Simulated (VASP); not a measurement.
# Au (P6/mmm) in VASP: notebook

The runs below take Au through single point, with RPBE.

Everything below comes from runs of VASP 6.6.1. Logs are shortened: lines on timing, memory, paths and dates and some standing lists are left out, and cuts for length are marked.

## Step 1: The cell of the first run

It takes space group P6/mmm (No. 191, hexagonal). The conventional cell has a = 4.656 Å, b = 4.656 Å, c = 2.782 Å, α = 90.00°, β = 90.00°, γ = 120.00°. Within 3.7 Å of Au (site symmetry 6/mmm) lie 14 Au at 2.78 to 3.03 Å. Au (site symmetry -6m2) has 11 Au at 2.69 to 3.03 Å within 3.5 Å.

This isn't the form of Au at room conditions, which is fcc.

## Step 2: Single point, RPBE (17.41 Å³/atom)

INCAR reads:

```
SYSTEM = Au
PREC = Accurate ; ENCUT = 520
EDIFF = 1E-7 ; ISMEAR = -1
SIGMA = 0.1 ; LREAL = .FALSE.
LASPH = .TRUE. ; NELM = 80
ALGO = Normal ; ISIF = 2
LWAVE = .FALSE. ; LCHARG = .TRUE.
GGA = RP ; LELF = .TRUE.
LVHAR = .TRUE. ; NBANDS = 24
```

KPOINTS reads:

```
regular mesh
0
G
  9 9 12
  0 0 0
```

POSCAR reads:

```
Au
1.0
    4.6555868704      0.0000000000      0.0000000000
   -2.3277934352      4.0318564993      0.0000000000
    0.0000000000      0.0000000000      2.7824078724
Au
3
Direct
    1.0000000000      1.0000000000      0.0000000000
    0.3333333333      0.6666666667      0.5000000000
    0.6666666667      0.3333333333      0.5000000000
```

Potentials or basis: VASP PAW PBE potentials, release 64 (Au).

Run with:

```bash
cat potpaw_PBE.64/Au/POTCAR > POTCAR
mpirun -np 1 vasp_std > vasp.out
```

OUTCAR:

```text
SYSTEM = Au
   PREC = Accurate
   ENCUT = 520
   EDIFF = 1E-7
   ISMEAR = -1
   LREAL = .FALSE.
   LASPH = .TRUE.
   NELM = 80
   ISIF = 2
   GGA = RP

 ion  position               nearest neighbor table
   1  0.000  0.000  0.000-   2 3.03   3 3.03   2 3.03   3 3.03   3 3.03   3 3.03   2 3.03   2 3.03
                             3 3.03   3 3.03   2 3.03   2 3.03
   2  0.333  0.667  0.500-   3 2.69   3 2.69   3 2.69   1 3.03   1 3.03   1 3.03   1 3.03   1 3.03
                             1 3.03
   3  0.667  0.333  0.500-   2 2.69   2 2.69   2 2.69   1 3.03   1 3.03   1 3.03   1 3.03   1 3.03
                             1 3.03

  LATTYP: Found a hexagonal cell.
 ALAT       =     4.6555868704
 C/A-ratio  =     0.5976492223

  Lattice vectors:

 A1 = (   4.6555868704,   0.0000000000,   0.0000000000)
 A2 = (  -2.3277934352,   4.0318564993,   0.0000000000)
 A3 = (   0.0000000000,   0.0000000000,   2.7824078724)

Analysis of symmetry for initial positions (statically):
=====================================================================
 Subroutine PRICEL returns:
 Original cell was already a primitive cell.

 Routine SETGRP: Setting up the symmetry group for a
 hexagonal supercell.

 Subroutine GETGRP returns: Found 24 space group operations
 (whereof 24 operations were pure point group operations)
 out of a pool of 24 trial point group operations.

The static configuration has the point symmetry D_6h.

Analysis of symmetry for dynamics (positions and initial velocities):
=====================================================================
 Subroutine PRICEL returns:
 Original cell was already a primitive cell.

 Routine SETGRP: Setting up the symmetry group for a
 hexagonal supercell.

 Subroutine GETGRP returns: Found 24 space group operations
 (whereof 24 operations were pure point group operations)
 out of a pool of 24 trial point group operations.

The dynamic configuration has the point symmetry D_6h.

 Subroutine INISYM returns: Found 24 space group operations
 (whereof 24 operations are pure point group operations),
 and found     1 'primitive' translations

----------------------------------------------------------------------------------------

                                     Primitive cell

  volume of cell :      52.2276

  direct lattice vectors                    reciprocal lattice vectors
     4.655586870  0.000000000  0.000000000     0.214795691  0.124012350  0.000000000
    -2.327793435  4.031856499  0.000000000     0.000000000  0.248024700  0.000000000
     0.000000000  0.000000000  2.782407872     0.000000000  0.000000000  0.359400938

  length of vectors
     4.655586870  4.655586870  2.782407872     0.248024700  0.248024700  0.359400938

  position of ions in fractional coordinates (direct lattice)
     0.000000000  0.000000000  0.000000000
     0.333333333  0.666666667  0.500000000
     0.666666667  0.333333333  0.500000000

  ion indices of the primitive-cell ions
   primitive index   ion index
                 1           1
                 2           2
                 3           3

----------------------------------------------------------------------------------------

 KPOINTS: regular mesh

Automatic generation of k-mesh.
 Grid dimensions read from file:
 generate k-points for:    9    9   12

 Generating k-lattice:

  Cartesian coordinates                     Fractional coordinates (reciprocal lattice)
     0.023866188  0.013779150  0.000000000     0.111111111  0.000000000  0.000000000
     0.000000000  0.027558300  0.000000000     0.000000000  0.111111111  0.000000000
     0.000000000  0.000000000  0.029950078     0.000000000  0.000000000  0.083333333

  Length of vectors
     0.027558300  0.027558300  0.029950078

  Shift w.r.t. Gamma in fractional coordinates (k-lattice)
     0.000000000  0.000000000  0.000000000

 Subroutine IBZKPT returns following result:
 ===========================================

 Found     84 irreducible k-points:

 Following reciprocal coordinates:
            Coordinates               Weight
  0.000000  0.000000  0.000000      1.000000
  0.111111  0.000000  0.000000      6.000000
  0.222222  0.000000  0.000000      6.000000
  0.333333  0.000000  0.000000      6.000000
  0.444444  0.000000  0.000000      6.000000
  0.111111  0.111111  0.000000      6.000000
[... 16 lines left out ...]
  0.333333  0.222222  0.083333     24.000000
  0.333333  0.333333  0.083333      4.000000
 [... further k-points ...]
   k-points           NKPTS =     84   k-points in BZ     NKDIM =     84   number of bands    NBANDS=     24
   number of dos      NEDOS =    301   number of ions     NIONS =      3
   total plane-waves  NPLWV =  31104
   dimension x,y,z NGX =    36 NGY =   36 NGZ =   24
   dimension x,y,z NGXF=    72 NGYF=   72 NGZF=   48
   ions per type =               3
   NGX,Y,Z   is equivalent  to a cutoff of  12.86, 12.86, 14.34 a.u.
   NGXF,Y,Z  is equivalent  to a cutoff of  25.71, 25.71, 28.68 a.u.
 SYSTEM =  Au
   PREC   = accura    normal or accurate (medium, high low for compatibility)
   ISTART =      0    job   : 0-new  1-cont  2-samecut
   ICHARG =      2    charge: 1-file 2-atom 10-const
   ISPIN  =      1    spin polarized calculation?
   LNONCOLLINEAR =      F non collinear calculations
   LSORBIT =      F    spin-orbit coupling
   LASPH  =      T    aspherical Exc in radial PAW
   ENCUT  =  520.0 eV  38.22 Ry    6.18 a.u.   8.66  8.66  5.17*2*pi/ulx,y,z
   NELM   =     80;   NELMIN=  2; NELMDL= -5     # of ELM steps
   EDIFF  = 0.1E-06   stopping-criterion for ELM
   LREAL  =      F    real-space projection
   EDIFFG = 0.1E-05   stopping-criterion for IOM
   NSW    =      0    number of steps for IOM
   IBRION =     -1    ionic relax: 0-MD 1-quasi-New 2-CG
   NFREE  =      0    steps in history (QN), initial steepest desc. (CG)
   ISIF   =      2    stress and relaxation
   ISYM   =      2    0-nonsym 1-usesym 2-fastsym
   POTIM  = 0.5000    time-step for ionic-motion
   TEBEG  =    0.0;   TEEND  =   0.0 temperature during run
   PSTRESS=    0.0 pullay stress
   NELECT =      33.0000    total number of electrons
   NUPDOWN=      -1.0000    fix difference up-down
   EMIN   =  10.00;   EMAX   =-10.00  energy-range for DOS
   EFERMI =   0.00;   METHOD = LEGACY
   ISMEAR =    -1;   SIGMA  =   0.10  broadening in eV -4-tet -1-fermi 0-gaus
   EFERMI_NEDOS =   21; number of points for ismear=-14 and -15
   IALGO  =     38    algorithm
   IMIX   =      4    mixing-type and parameters
     AMIX     =   0.40;   BMIX     =  1.00
     AMIX_MAG =   1.60;   BMIX_MAG =  1.00
  volume/ion in A,a.u.               =      17.41       117.48
  Fermi-wavevector in a.u.,A,eV,Ry     =   1.404794  2.654676 26.850374  1.973447
  Thomas-Fermi vector in A             =   2.527320
   LORBIT       =      0    0 simple, 1 ext, 2 COOP (PROOUT), +10 PAW based schemes
   GGA     = RP    functional components
   LHFCALC =     F    Hartree Fock is set to
   AEXX    =    0.0000 exact exchange contribution
   IVDW    =     0    specifies the selected vdW correction
   LEPSILON=     F    determine dielectric tensor
   LRPA    =     F    only Hartree local field effects (RPA)
 non-spin polarized calculation
  energy-cutoff  :      520.00
  volume of cell :       52.23
 maximum number of plane-waves:      1430
 NGX is ok and might be reduce to    36
   NGX = 17   NGY = 17   NGZ = 11

 number of electron      32.9999996 magnetization

 Free energy of the ion-electron system (eV)
  ---------------------------------------------------
  ext. energy  EPLUGINS =         0.00000000
  ---------------------------------------------------
  free energy    TOTEN  =        -7.60809571 eV

  energy without entropy =       -7.58084820  energy(sigma->0) =       -7.59447195

 E-fermi :   9.2552     XC(G=0): -12.4901

 val. band max:        9.2177657982   @ k =   0.3333   0.3333   0.3333
 cond. band min:       9.3166561984   @ k =   0.2222   0.1111   0.0833
 fundamental gap:      0.0988904002
 Fermi energy:         9.2551563069

 k-point     1 :       0.0000    0.0000    0.0000
  band No.  band energies     occupation
      1      -0.3689      2.00000
      2       2.4507      2.00000
      3       3.6912      2.00000
      4       4.1494      2.00000
      5       4.2581      2.00000
      6       4.2581      2.00000
[... 16 lines left out ...]
     23      20.8373      0.00000
     24      25.3779      0.00000

 k-point     2 :       0.1111    0.0000    0.0000
  band No.  band energies     occupation
      1      -0.2215      2.00000
      2       2.4840      2.00000
      3       3.5273      2.00000
      4       3.7941      2.00000
      5       3.9652      2.00000
      6       4.1570      2.00000
[... 16 lines left out ...]
     23      21.1141      0.00000
     24      25.2863      0.00000

 k-point     3 :       0.2222    0.0000    0.0000
  band No.  band energies     occupation
      1       0.2059      2.00000
      2       2.5328      2.00000
      3       3.0710      2.00000
      4       3.4943      2.00000
      5       3.7646      2.00000
      6       4.0592      2.00000
[... 16 lines left out ...]
     23      21.9000      0.00000
     24      24.6380      0.00000

 k-point     4 :       0.3333    0.0000    0.0000
  band No.  band energies     occupation
      1       0.8622      2.00000
      2       2.3590      2.00000
      3       2.8336      2.00000
      4       3.2776      2.00000
      5       3.6901      2.00000
      6       3.8753      2.00000
[... 16 lines left out ...]
     23      23.0912      0.00000
     24      23.8015      0.00000

 k-point     5 :       0.4444    0.0000    0.0000
  band No.  band energies     occupation
      1       1.6293      2.00000
      2       2.1430      2.00000
      3       2.4294      2.00000
      4       3.3599      2.00000
      5       3.6199      2.00000
      6       3.6891      2.00000
[... 451 lines left out ...]
 k-point    22 :       0.2222    0.2222    0.0833
  band No.  band energies     occupation
      1       1.3337      2.00000
      2       2.4180      2.00000
      3       2.7183      2.00000
      4       3.2933      2.00000
      5       3.7574      2.00000
      6       4.0998      2.00000
[... 16 lines left out ...]
     23      22.2076      0.00000
     24      22.4197      0.00000

 k-point    23 :       0.3333    0.2222    0.0833
  band No.  band energies     occupation
      1       1.8606      2.00000
      2       2.2558      2.00000
      3       2.4753      2.00000
      4       3.5041      2.00000
      5       3.6718      2.00000
      6       3.9636      2.00000
[... 16 lines left out ...]
     23      22.8397      0.00000
     24      23.3406      0.00000

 k-point    24 :       0.3333    0.3333    0.0833
  band No.  band energies     occupation
      1       1.9358      2.00000
      2       2.3480      2.00000
      3       2.3480      2.00000
      4       3.6252      2.00000
      5       3.6252      2.00000
      6       3.9283      2.00000
[... 16 lines left out ...]
     23      23.4037      0.00000
     24      23.9254      0.00000

 [... further k-points ...]
[... 5 lines left out ...]
  --------------------------------------------------------------------------------------
  -------------------------------------------------------------------------------------
  Total        4.0731569      4.0731569      3.3422892      0.0000000      0.0000000      0.0000000
  in kB      124.9514864    124.9514864    102.5307919      0.0000000      0.0000000      0.0000000
  external PRESSURE =     117.4779216 kB  Pullay stress =       0.0000000 kB

 VOLUME and BASIS-vectors are now :
 -----------------------------------------------------------------------------
  energy-cutoff  :      520.00
  volume of cell :       52.23
      direct lattice vectors                 reciprocal lattice vectors
     4.655586870  0.000000000  0.000000000     0.214795691  0.124012350  0.000000000
    -2.327793435  4.031856499  0.000000000     0.000000000  0.248024700  0.000000000
     0.000000000  0.000000000  2.782407872     0.000000000  0.000000000  0.359400938

 POSITION                                       TOTAL-FORCE (eV/Angst)
 -----------------------------------------------------------------------------------
      0.00000      0.00000      0.00000         0.000000      0.000000      0.000000
     -0.00000      2.68790      1.39120        -0.000000      0.000000     -0.000000
      2.32779      1.34395      1.39120         0.000000     -0.000000      0.000000
 -----------------------------------------------------------------------------------
    total drift:                                0.000000      0.000000     -0.000000

  FREE ENERGIE OF THE ION-ELECTRON SYSTEM (eV)
  ---------------------------------------------------
  free  energy   TOTEN  =        -7.6080957055 eV

  energy  without entropy=       -7.5808482036  energy(sigma->0) =       -7.59447195
```

Wall time 86 s (1 thread of Intel Xeon Platinum 8259CL at 2.50GHz (Skylake/Cascade Lake), shared host); peak memory 0.23 GiB.

Results:

| Item | Value |
| --- | --- |
| Free energy | -7.6081 eV |
| Pressure | 11.7 GPa |
| Band gap on the k mesh | zero (an odd number of electrons rules out a gap without spin polarisation) |

Caveat: the cell stands under pressure; the PAW data sets were made with another functional, which shifts forces and pressure a little; spin-orbit coupling is left out, which moves the levels of the heavy elements.

## Step 3: Single point, RPBE (18.17 Å³/atom)

This run uses another cell than the first one, of 18.17 Å³/atom.

INCAR reads:

```
SYSTEM = Au
PREC = Accurate
ENCUT = 520
EDIFF = 1E-6
ISMEAR = -1
SIGMA = 0.1
LREAL = .False.
LASPH = .True.
NELM = 80
ALGO = Normal
ISIF = 2
LWAVE = .False.
LCHARG = .False.
GGA = RP
NBANDS = 24
```

KPOINTS reads:

```
Automatic mesh
0
Gamma
  9 9 12
  0 0 0
```

POSCAR reads:

```
Au
1.0
    4.7221042411      0.0000000000      0.0000000000
   -2.3610521206      4.0894622321      0.0000000000
    0.0000000000      0.0000000000      2.8221619273
Au
3
Direct
    1.0000000000      1.0000000000      0.0000000000
    0.3333333333      0.6666666667      0.5000000000
    0.6666666667      0.3333333333      0.5000000000
```

Potentials or basis: VASP PAW PBE potentials, release 64 (Au).

Run with:

```bash
cat potpaw_PBE.64/Au/POTCAR > POTCAR
mpirun -np 1 vasp_std > vasp.out
```

Wall time 76 s (1 thread of Intel Xeon Platinum 8259CL at 2.50GHz (Skylake/Cascade Lake), shared host); peak memory 0.23 GiB.

Results (log left out):

```yaml
Free_energy: -7.7255 eV
Pressure: 4.9 GPa
Band_gap_on_the_k_mesh: zero (an odd number of electrons rules out a gap without spin polarisation)
```

Stress tensor (GPa, compression positive):
```
5.53 0.00 0.00
0.00 5.53 0.00
0.00 0.00 3.52
```

Levels at points of the mesh, in eV from the Fermi level:
```
           k point  band 13  band 14  band 15  band 16  band 17  band 18  band 19  band 20
(0.00, 0.00, 0.00)    -3.29    -3.29    -1.85    -1.85     2.75     3.58     5.13     5.13
(0.00, 0.00, 0.50)    -2.13    -2.13    -1.22     0.04     0.43     6.45     6.66     7.19
```

Caveat: the cell stands under pressure; the PAW data sets were made with another functional, which shifts forces and pressure a little; spin-orbit coupling is left out, which moves the levels of the heavy elements.

[end of part 1 of 2]

The gap in the log of VASP goes by the Fermi energy; the results here count the filled bands.